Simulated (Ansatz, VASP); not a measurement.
This is a calculation of BiTe for Ansatz 0.2.0.

File input.yaml:

```yaml
crystal:
  lattice:
    - [0.0, 3.1912784242, 3.1912784242]
    - [3.1912784242, 0.0, 3.1912784242]
    - [3.1912784242, 3.1912784242, 0.0]
  atoms:
    - { symbol: Bi, position: [0.0, 0.0, 0.0] }
    - { symbol: Te, position: [0.5, 0.5, 0.5] }
kpoints:
  mp_grid: { grid: [7, 7, 7] }
scf:
  occupations: { method: fermi_dirac, width: 0.02 }
hamiltonian:
  xc: blyp
  pseudopotentials: { kind: all_electron, lapw: { basis_error: 0.001 } }
output:
  forces: true
  stress: true
  eigenvalues: true
```

Potentials or basis: all-electron LAPW, scalar-relativistic.

The run is started by

```bash
$ ansatz run input.yaml --threads 1 --pin off --max-ram 3072MiB --backend cpu --events-out ev --progress --plain --runs-dir out
```

**Question.** Translate it to VASP 6.6.1. Potentials there: VASP PAW PBE potentials, release 64 (Bi_d, Te).

**Answer.** As run (the cutoff follows the program's own potentials):

Contents of INCAR:

```
SYSTEM = BiTe
PREC = Accurate
ENCUT = 520
EDIFF = 1E-6
ISMEAR = -1
SIGMA = 0.02
LREAL = .False.
LASPH = .True.
NELM = 100
ALGO = Normal
ISIF = 2
LWAVE = .False.
LCHARG = .False.
GGA = B5
ALDAX = 1.0
AGGAX = 1.0
AGGAC = 1.0
ALDAC = 0.0
NBANDS = 18
```

KPOINTS

```
regular mesh
0
Gamma
  7 7 7
  0 0 0
```

File POSCAR:

```
BiTe
1.0
    0.0000000000      3.1912784242      3.1912784242
    3.1912784242      0.0000000000      3.1912784242
    3.1912784242      3.1912784242      0.0000000000
Bi Te
1 1
Direct
    0.0000000000      0.0000000000      0.0000000000
    0.5000000000      0.5000000000      0.5000000000
```

Potentials or basis: VASP PAW PBE potentials, release 64 (Bi_d, Te).

Run with:

```sh
$ cat potpaw_PBE.64/Bi_d/POTCAR potpaw_PBE.64/Te/POTCAR > POTCAR
$ mpirun -np 1 vasp_std > vasp.out
```

Both were run:

|  | VASP | Ansatz | Ansatz less VASP |
| --- | --- | --- | --- |
| gap on the k mesh at the Fermi level (eV) | none | none | - |
| pressure (GPa) | 7.2 | 7.1 | -0.16 |

VASP's potentials were made for PBE, not for BLYP. A gap of «none» marks a metal or a gap that the smearing closes. Ansatz ran all-electron here, and VASP with PAW potentials.

Neither program's run includes spin-orbit coupling.
